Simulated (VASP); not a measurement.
# CdS (CsCl type) (Pm-3m) in VASP: further runs, part 2 of 2

VASP 6.6.1. The steps go on from the part before.

### Step 3. Single point, PBE (volume scaled by 0.52)

INCAR reads:

```
SYSTEM = CdS
  PREC = Accurate
  ENCUT = 520
  EDIFF = 1E-6
  ISMEAR = -1
  SIGMA = 0.05
  LREAL = .FALSE.
  LASPH = .TRUE.
  NELM = 60
  ALGO = Normal
  ISIF = 2
  LWAVE = .FALSE.
  LCHARG = .TRUE.
  GGA = PE
  LELF = .TRUE.
  LVHAR = .TRUE.
  NBANDS = 16
```

KPOINTS reads:

```
regular mesh
0
G
  14 14 14
  0 0 0
```

POSCAR reads:

```
CdS
1.0
    2.7422938594      0.0000000000      0.0000000000
    0.0000000000      2.7422938594      0.0000000000
    0.0000000000      0.0000000000      2.7422938594
Cd S
1 1
Direct
    0.0000000000      0.0000000000      0.0000000000
    0.5000000000      0.5000000000      0.5000000000
```

Potentials or basis: VASP PAW PBE potentials, release 64 (Cd, S).

Run with:

```sh
$ cat potpaw_PBE.64/Cd/POTCAR potpaw_PBE.64/S/POTCAR > POTCAR
$ mpirun -np 1 vasp_std > vasp.out
```

OUTCAR:

```text
SYSTEM = CdS
   PREC = Accurate
   ENCUT = 520
   EDIFF = 1E-6
   ISMEAR = -1
   LREAL = .FALSE.
   LASPH = .TRUE.
   NELM = 60
   ISIF = 2
   GGA = PE

 ion  position               nearest neighbor table
   1  0.000  0.000  0.000-   2 2.37   2 2.37   2 2.37   2 2.37   2 2.37   2 2.37   2 2.37   2 2.37

   2  0.500  0.500  0.500-   1 2.37   1 2.37   1 2.37   1 2.37   1 2.37   1 2.37   1 2.37   1 2.37

  LATTYP: Found a simple cubic cell.
 ALAT       =     2.7422938594

  Lattice vectors:

 A1 = (   2.7422938594,   0.0000000000,   0.0000000000)
 A2 = (   0.0000000000,   2.7422938594,   0.0000000000)
 A3 = (   0.0000000000,   0.0000000000,   2.7422938594)

Analysis of symmetry for initial positions (statically):
=====================================================================
 Subroutine PRICEL returns:
 Original cell was already a primitive cell.

 Routine SETGRP: Setting up the symmetry group for a
 simple cubic supercell.

 Subroutine GETGRP returns: Found 48 space group operations
 (whereof 48 operations were pure point group operations)
 out of a pool of 48 trial point group operations.

The static configuration has the point symmetry O_h .

Analysis of symmetry for dynamics (positions and initial velocities):
=====================================================================
 Subroutine PRICEL returns:
 Original cell was already a primitive cell.

 Routine SETGRP: Setting up the symmetry group for a
 simple cubic supercell.

 Subroutine GETGRP returns: Found 48 space group operations
 (whereof 48 operations were pure point group operations)
 out of a pool of 48 trial point group operations.

The dynamic configuration has the point symmetry O_h .

 Subroutine INISYM returns: Found 48 space group operations
 (whereof 48 operations are pure point group operations),
 and found     1 'primitive' translations

----------------------------------------------------------------------------------------

                                     Primitive cell

  volume of cell :      20.6225

  direct lattice vectors                    reciprocal lattice vectors
     2.742293859  0.000000000  0.000000000     0.364658221  0.000000000  0.000000000
     0.000000000  2.742293859  0.000000000     0.000000000  0.364658221  0.000000000
     0.000000000  0.000000000  2.742293859     0.000000000  0.000000000  0.364658221

  length of vectors
     2.742293859  2.742293859  2.742293859     0.364658221  0.364658221  0.364658221

  position of ions in fractional coordinates (direct lattice)
     0.000000000  0.000000000  0.000000000
     0.500000000  0.500000000  0.500000000

  ion indices of the primitive-cell ions
   primitive index   ion index
                 1           1
                 2           2

----------------------------------------------------------------------------------------

 KPOINTS: regular mesh

Automatic generation of k-mesh.
 Grid dimensions read from file:
 generate k-points for:   14   14   14

 Generating k-lattice:

  Cartesian coordinates                     Fractional coordinates (reciprocal lattice)
     0.026047016  0.000000000  0.000000000     0.071428571  0.000000000  0.000000000
     0.000000000  0.026047016  0.000000000     0.000000000  0.071428571  0.000000000
     0.000000000  0.000000000  0.026047016     0.000000000  0.000000000  0.071428571

  Length of vectors
     0.026047016  0.026047016  0.026047016

  Shift w.r.t. Gamma in fractional coordinates (k-lattice)
     0.000000000  0.000000000  0.000000000

 Subroutine IBZKPT returns following result:
 ===========================================

 Found    120 irreducible k-points:

 Following reciprocal coordinates:
            Coordinates               Weight
  0.000000  0.000000  0.000000      1.000000
  0.071429  0.000000  0.000000      6.000000
  0.142857  0.000000  0.000000      6.000000
  0.214286  0.000000  0.000000      6.000000
  0.285714  0.000000  0.000000      6.000000
  0.357143  0.000000  0.000000      6.000000
[... 16 lines left out ...]
  0.285714  0.214286  0.000000     24.000000
  0.357143  0.214286  0.000000     24.000000
 [... further k-points ...]
   k-points           NKPTS =    120   k-points in BZ     NKDIM =    120   number of bands    NBANDS=     16
   number of dos      NEDOS =    301   number of ions     NIONS =      2
   total plane-waves  NPLWV =   8000
   dimension x,y,z NGX =    20 NGY =   20 NGZ =   20
   dimension x,y,z NGXF=    40 NGYF=   40 NGZF=   40
   ions per type =               1   1
   NGX,Y,Z   is equivalent  to a cutoff of  12.12, 12.12, 12.12 a.u.
   NGXF,Y,Z  is equivalent  to a cutoff of  24.25, 24.25, 24.25 a.u.
 SYSTEM =  CdS
   PREC   = accura    normal or accurate (medium, high low for compatibility)
   ISTART =      0    job   : 0-new  1-cont  2-samecut
   ICHARG =      2    charge: 1-file 2-atom 10-const
   ISPIN  =      1    spin polarized calculation?
   LNONCOLLINEAR =      F non collinear calculations
   LSORBIT =      F    spin-orbit coupling
   LASPH  =      T    aspherical Exc in radial PAW
   ENCUT  =  520.0 eV  38.22 Ry    6.18 a.u.   5.10  5.10  5.10*2*pi/ulx,y,z
   NELM   =     60;   NELMIN=  2; NELMDL= -5     # of ELM steps
   EDIFF  = 0.1E-05   stopping-criterion for ELM
   LREAL  =      F    real-space projection
[... 7 lines left out ...]
   TEBEG  =    0.0;   TEEND  =   0.0 temperature during run
   PSTRESS=    0.0 pullay stress
   NELECT =      18.0000    total number of electrons
   NUPDOWN=      -1.0000    fix difference up-down
   EMIN   =  10.00;   EMAX   =-10.00  energy-range for DOS
   EFERMI =   0.00;   METHOD = LEGACY
   ISMEAR =    -1;   SIGMA  =   0.05  broadening in eV -4-tet -1-fermi 0-gaus
   EFERMI_NEDOS =   21; number of points for ismear=-14 and -15
   IALGO  =     38    algorithm
   IMIX   =      4    mixing-type and parameters
     AMIX     =   0.40;   BMIX     =  1.00
     AMIX_MAG =   1.60;   BMIX_MAG =  1.00
  volume/ion in A,a.u.               =      10.31        69.58
  Fermi-wavevector in a.u.,A,eV,Ry     =   1.564534  2.956541 33.303887  2.447767
  Thomas-Fermi vector in A             =   2.667144
   LORBIT       =      0    0 simple, 1 ext, 2 COOP (PROOUT), +10 PAW based schemes
   GGA     = PE    functional components
   LHFCALC =     F    Hartree Fock is set to
   AEXX    =    0.0000 exact exchange contribution
   IVDW    =     0    specifies the selected vdW correction
   LEPSILON=     F    determine dielectric tensor
   LRPA    =     F    only Hartree local field effects (RPA)
 non-spin polarized calculation
  energy-cutoff  :      520.00
  volume of cell :       20.62
 maximum number of plane-waves:       570
   NGX = 11   NGY = 11   NGZ = 11

 number of electron      17.9999992 magnetization

 Free energy of the ion-electron system (eV)
  ---------------------------------------------------
  ext. energy  EPLUGINS =         0.00000000
  ---------------------------------------------------
  free energy    TOTEN  =         2.07257125 eV

  energy without entropy =        2.08252605  energy(sigma->0) =        2.07754865

 E-fermi :  12.7653     XC(G=0): -14.3487

 val. band max:       12.7633519913   @ k =   0.3571   0.0714   0.0000
 cond. band min:      12.7779899671   @ k =   0.4286   0.4286   0.0000
 fundamental gap:      0.0146379758
 Fermi energy:        12.7653409671

 k-point     1 :       0.0000    0.0000    0.0000
  band No.  band energies     occupation
      1      -7.5505      2.00000
      2       0.2099      2.00000
      3       0.2099      2.00000
      4       2.7375      2.00000
      5       2.7375      2.00000
      6       2.7375      2.00000
[... 8 lines left out ...]
     15      29.9940      0.00000
     16      32.7155      0.00000

 k-point     2 :       0.0714    0.0000    0.0000
  band No.  band energies     occupation
      1      -7.4542      2.00000
      2       0.2314      2.00000
      3       0.2439      2.00000
      4       2.6497      2.00000
      5       2.6497      2.00000
      6       2.7452      2.00000
[... 8 lines left out ...]
     15      29.9289      0.00000
     16      32.0992      0.00000
[... 387 lines left out ...]
      5       1.9357      2.00000
      6       2.3865      2.00000
[... 8 lines left out ...]
     15      27.0501      0.00000
     16      27.9952      0.00000

 k-point    24 :       0.3571    0.2143    0.0000
  band No.  band energies     occupation
      1      -4.9283      2.00000
      2      -0.0816      2.00000
      3       1.0292      2.00000
      4       1.6342      2.00000
      5       1.7347      2.00000
      6       2.4281      2.00000
[... 8 lines left out ...]
     15      27.1111      0.00000
     16      28.9498      0.00000

 [... further k-points ...]

------------------------ aborting loop because EDIFF is reached ----------------------------------------

  FORCE on cell =-STRESS in cart. coord.  units (eV):
  Direction    XX          YY          ZZ          XY          YZ          ZX
  --------------------------------------------------------------------------------------
  -------------------------------------------------------------------------------------
  Total       27.7630271     27.7630271     27.7630271     -0.0000000     -0.0000000     -0.0000000
  in kB     2156.9268918   2156.9268918   2156.9268918     -0.0000000     -0.0000000     -0.0000000
  external PRESSURE =    2156.9268918 kB  Pullay stress =       0.0000000 kB

 VOLUME and BASIS-vectors are now :
 -----------------------------------------------------------------------------
  energy-cutoff  :      520.00
  volume of cell :       20.62
      direct lattice vectors                 reciprocal lattice vectors
     2.742293859  0.000000000  0.000000000     0.364658221  0.000000000  0.000000000
     0.000000000  2.742293859  0.000000000     0.000000000  0.364658221  0.000000000
     0.000000000  0.000000000  2.742293859     0.000000000  0.000000000  0.364658221

 POSITION                                       TOTAL-FORCE (eV/Angst)
 -----------------------------------------------------------------------------------
      0.00000      0.00000      0.00000         0.000000      0.000000      0.000000
      1.37115      1.37115      1.37115         0.000000      0.000000      0.000000
 -----------------------------------------------------------------------------------
    total drift:                                0.000000      0.000000      0.000000

  FREE ENERGIE OF THE ION-ELECTRON SYSTEM (eV)
  ---------------------------------------------------
  free  energy   TOTEN  =         2.0725712526 eV

  energy  without entropy=        2.0825260524  energy(sigma->0) =        2.07754865
```

OSZICAR:

```text
N       E                     dE             d eps       ncg     rms          rms(c)
DAV:   1     0.118260778875E+03    0.11826E+03   -0.10405E+04  4152   0.120E+03
DAV:   2     0.392642393012E+01   -0.11433E+03   -0.10754E+03  4776   0.287E+02
DAV:   3     0.112958924729E+01   -0.27968E+01   -0.27886E+01  4480   0.458E+01
DAV:   4     0.112230546582E+01   -0.72838E-02   -0.72834E-02  5008   0.258E+00
DAV:   5     0.112228018998E+01   -0.25276E-04   -0.25275E-04  4544   0.148E-01    0.354E+01
DAV:   6     0.200777396746E+01    0.88549E+00   -0.11536E+00  5312   0.205E+01    0.249E+01
DAV:   7     0.206362391214E+01    0.55850E-01   -0.43963E-01  4664   0.519E+00    0.603E+00
DAV:   8     0.207125236728E+01    0.76285E-02   -0.24040E-02  4304   0.224E+00    0.806E-01
DAV:   9     0.207256362500E+01    0.13113E-02   -0.55412E-03  4880   0.101E+00    0.981E-02
DAV:  10     0.207257544959E+01    0.11825E-04   -0.10436E-04  4640   0.145E-01    0.290E-02
DAV:  11     0.207257159759E+01   -0.38520E-05   -0.10359E-05  4808   0.271E-02    0.192E-02
DAV:  12     0.207257125262E+01   -0.34496E-06   -0.39442E-07  2816   0.475E-03
   1 F= 0.20725713E+01 E0= 0.20775487E+01  d E =-.995480E-02
```

Run time: 11 s. Hardware: 1 thread of Intel Xeon 6975P-C (Granite Rapids), shared host; peak memory 0.15 GiB.

Results:

```yaml
Free_energy: 2.0726 eV
Pressure: 215.7 GPa
Band_gap_on_the_k_mesh: zero (band 9 reaches 13.73 eV, above the bottom of band 10 at 11.38 eV)
```
